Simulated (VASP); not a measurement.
Runs of VASP 6.6.1 on Si2B2C. The structure is that of space group P4/mmm (No. 123), or close to it. The cells are those of the table. 

```csv
task,cell,k mesh,cutoff (eV),gap on the mesh (eV),pressure (GPa)
single point,"a = 4.318, b = 4.318, c = 2.861 Å, 5 atoms",10 × 10 × 14,520,none,(a)
single point,"a = 4.285, b = 4.285, c = 2.897 Å, 5 atoms",4 × 4 × 6,520,none,-0.1
single point,"a = 4.430, b = 4.430, c = 2.971 Å, 5 atoms",4 × 4 × 6,520,none,-11.5
relaxation of cell and atoms,"relaxed from a = 4.430, b = 4.430, c = 2.971 Å, 5 atoms",4 × 4 × 6,600,none,-0.1
```

Alike in all rows: level PBE; potentials or basis VASP PAW PBE potentials, release 64 (Si, B, C); no spin polarisation; smearing gaussian 0.1 eV.

**Question.** Fill in the values left out.

**Answer.** (a) 0.0.

Caveats: some runs use coarse meshes.

A gap of «none» marks levels without a gap at the run's occupations.
